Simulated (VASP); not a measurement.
# ZnB (Pm-3m) in VASP: further runs, part 2 of 2

VASP 6.6.1. The steps go on from the part before.

### Step 4. Single point, PBE

This run uses another cell than the first one, of 10.91 Å³/atom.

Contents of INCAR:

```
SYSTEM = ZnB
ALGO = Normal
EDIFF = 1E-6
ENCUT = 520
GGA = PE
ISIF = 2
ISMEAR = 0
LASPH = .TRUE.
LCHARG = .FALSE.
LREAL = .FALSE.
LWAVE = .FALSE.
NBANDS = 14
NELM = 100
PREC = Accurate
SIGMA = 0.1
```

Contents of KPOINTS:

```
k-points
0
G
  6 6 6
  0 0 0
```

Contents of POSCAR:

```
ZnB
1.0
    2.7941342500      0.0000000000      0.0000000000
    0.0000000000      2.7941342500      0.0000000000
    0.0000000000      0.0000000000      2.7941342500
Zn B
1 1
Direct
    0.0000000000      0.0000000000      0.0000000000
    0.5000000000      0.5000000000      0.5000000000
```

Potentials or basis: VASP PAW PBE potentials, release 64 (Zn, B).

Started as:

```sh
> cat potpaw_PBE.64/Zn/POTCAR potpaw_PBE.64/B/POTCAR > POTCAR
> mpirun -np 1 vasp_std > vasp.out
```

OUTCAR:

```text
SYSTEM = ZnB
   EDIFF = 1E-6
   ENCUT = 520
   GGA = PE
   ISIF = 2
   ISMEAR = 0
   LASPH = .TRUE.
   LREAL = .FALSE.
   NELM = 100
   PREC = Accurate

 ion  position               nearest neighbor table
   1  0.000  0.000  0.000-   2 2.42   2 2.42   2 2.42   2 2.42   2 2.42   2 2.42   2 2.42   2 2.42

   2  0.500  0.500  0.500-   1 2.42   1 2.42   1 2.42   1 2.42   1 2.42   1 2.42   1 2.42   1 2.42

  LATTYP: Found a simple cubic cell.
 ALAT       =     2.7941342500

  Lattice vectors:

 A1 = (   2.7941342500,   0.0000000000,   0.0000000000)
 A2 = (   0.0000000000,   2.7941342500,   0.0000000000)
 A3 = (   0.0000000000,   0.0000000000,   2.7941342500)

Analysis of symmetry for initial positions (statically):
=====================================================================
 Subroutine PRICEL returns:
 Original cell was already a primitive cell.

 Routine SETGRP: Setting up the symmetry group for a
 simple cubic supercell.

 Subroutine GETGRP returns: Found 48 space group operations
 (whereof 48 operations were pure point group operations)
 out of a pool of 48 trial point group operations.

The static configuration has the point symmetry O_h .

Analysis of symmetry for dynamics (positions and initial velocities):
=====================================================================
 Subroutine PRICEL returns:
 Original cell was already a primitive cell.

 Routine SETGRP: Setting up the symmetry group for a
 simple cubic supercell.

 Subroutine GETGRP returns: Found 48 space group operations
 (whereof 48 operations were pure point group operations)
 out of a pool of 48 trial point group operations.

The dynamic configuration has the point symmetry O_h .

 Subroutine INISYM returns: Found 48 space group operations
 (whereof 48 operations are pure point group operations),
 and found     1 'primitive' translations

----------------------------------------------------------------------------------------
[... 117 lines left out ...]
   LEPSILON=     F    determine dielectric tensor
   LRPA    =     F    only Hartree local field effects (RPA)
 non-spin polarized calculation
 Gauss-broadening in eV      SIGMA  =   0.10
  energy-cutoff  :      520.00
  volume of cell :       21.81
 maximum number of plane-waves:       624
 NGX is ok and might be reduce to    24
   NGX = 11   NGY = 11   NGZ = 11

 number of electron      15.0000018 magnetization

 Free energy of the ion-electron system (eV)
  ---------------------------------------------------
  ext. energy  EPLUGINS =         0.00000000
  ---------------------------------------------------
  free energy    TOTEN  =        -5.34842496 eV

  energy without entropy =       -5.34256100  energy(sigma->0) =       -5.34549298

 E-fermi :   4.8174     XC(G=0): -11.9900

 val. band max:        4.6969854131   @ k =   0.5000   0.5000   0.1667
 cond. band min:       4.8434985195   @ k =   0.5000   0.5000   0.5000
 fundamental gap:      0.1465131064
 Fermi energy:         4.8174053766

 k-point     1 :       0.0000    0.0000    0.0000
  band No.  band energies     occupation
      1      -8.1028      2.00000
      2      -3.3461      2.00000
      3      -3.3461      2.00000
      4      -2.4860      2.00000
      5      -2.4860      2.00000
      6      -2.4860      2.00000
      7       6.6372      0.00000
      8       6.6372      0.00000
      9       6.6372      0.00000
     10      12.1516      0.00000
     11      14.6154      0.00000
     12      14.6154      0.00000
     13      22.3734      0.00000
     14      22.3734      0.00000
[... 309 lines left out ...]
      1      -3.6609      2.00000
      2      -3.6609      2.00000
      3      -3.6609      2.00000
      4      -2.2092      2.00000
      5      -2.2092      2.00000
      6       3.0168      2.00000
      7       4.8435      0.71212
      8       4.8435      0.71212
      9       4.8435      0.71212
     10       7.1712      0.00000
     11       7.1712      0.00000
     12       7.1712      0.00000
     13      10.4293      0.00000
     14      29.6485      0.00000

------------------------ aborting loop because EDIFF is reached ----------------------------------------

  FORCE on cell =-STRESS in cart. coord.  units (eV):
  Direction    XX          YY          ZZ          XY          YZ          ZX
  --------------------------------------------------------------------------------------
  -------------------------------------------------------------------------------------
  Total        0.3533320      0.3533320      0.3533320      0.0000000      0.0000000     -0.0000000
  in kB       25.9508589     25.9508589     25.9508589      0.0000000      0.0000000     -0.0000000
  external PRESSURE =      25.9508589 kB  Pullay stress =       0.0000000 kB

 VOLUME and BASIS-vectors are now :
 -----------------------------------------------------------------------------
  energy-cutoff  :      520.00
  volume of cell :       21.81
      direct lattice vectors                 reciprocal lattice vectors
     2.794134250  0.000000000  0.000000000     0.357892610  0.000000000  0.000000000
     0.000000000  2.794134250  0.000000000     0.000000000  0.357892610  0.000000000
     0.000000000  0.000000000  2.794134250     0.000000000  0.000000000  0.357892610

 POSITION                                       TOTAL-FORCE (eV/Angst)
 -----------------------------------------------------------------------------------
      0.00000      0.00000      0.00000         0.000000      0.000000      0.000000
      1.39707      1.39707      1.39707         0.000000      0.000000      0.000000
 -----------------------------------------------------------------------------------
    total drift:                                0.000000      0.000000      0.000000

  FREE ENERGIE OF THE ION-ELECTRON SYSTEM (eV)
  ---------------------------------------------------
  free  energy   TOTEN  =        -5.3484249564 eV

  energy  without entropy=       -5.3425610031  energy(sigma->0) =       -5.34549298
```

stdout:

```text
POSCAR found type information on POSCAR ZnB
 POSCAR found :  2 types and       2 ions
 scaLAPACK will be used
 LDA part: xc-table for (Slater+PW92), standard interpolation
 POSCAR, INCAR and KPOINTS ok, starting setup
 FFT: planning ... GRIDC
 FFT: planning ... GRID_SOFT
 FFT: planning ... GRID
 WAVECAR not read
 entering main loop
```

Wall time 3.4 s (1 thread of Intel Xeon 6975P-C (Granite Rapids), shared host); peak memory 0.14 GiB.

What came out:

```yaml
Free_energy: -5.3484 eV
Pressure: 2.6 GPa
Band_gap_on_the_k_mesh: zero (an odd number of electrons rules out a gap without spin polarisation)
```

Levels at points of the mesh, in eV from the Fermi level:
```tsv
k point	band 5	band 6	band 7	band 8	band 9	band 10
(0.00, 0.00, 0.00)	-7.30	-7.30	1.82	1.82	1.82	7.33
(0.50, 0.00, 0.00)	-7.69	-7.27	-6.06	4.35	4.35	9.93
(0.50, 0.50, 0.00)	-7.04	-4.66	-4.66	-2.99	-0.48	4.90
(0.50, 0.50, 0.50)	-7.03	-1.80	0.03	0.03	0.03	2.35
```

Caveat: the k points lie up to 0.37 Å⁻¹ apart, too coarse for converged energies and pressures of a metal.

### Step 5. Overview

```tsv
task	cell	k mesh	cutoff (eV)	gap on the mesh (eV)	pressure (GPa)
single point	a = 2.807 Å, 2 atoms	20 × 20 × 20	520	none	0.4
relaxation of cell and atoms	relaxed from a = 2.794 Å, 2 atoms	20 × 20 × 20	600	none	0.1
single point	a = 2.794 Å, 2 atoms	6 × 6 × 6	520	none	2.6
```

Alike in all rows: level PBE; potentials or basis VASP PAW PBE potentials, release 64 (Zn, B); no spin polarisation; smearing gaussian 0.1 eV.

Caveats: some runs use coarse meshes.

Absolute energies hang on the potentials; compare differences alone.
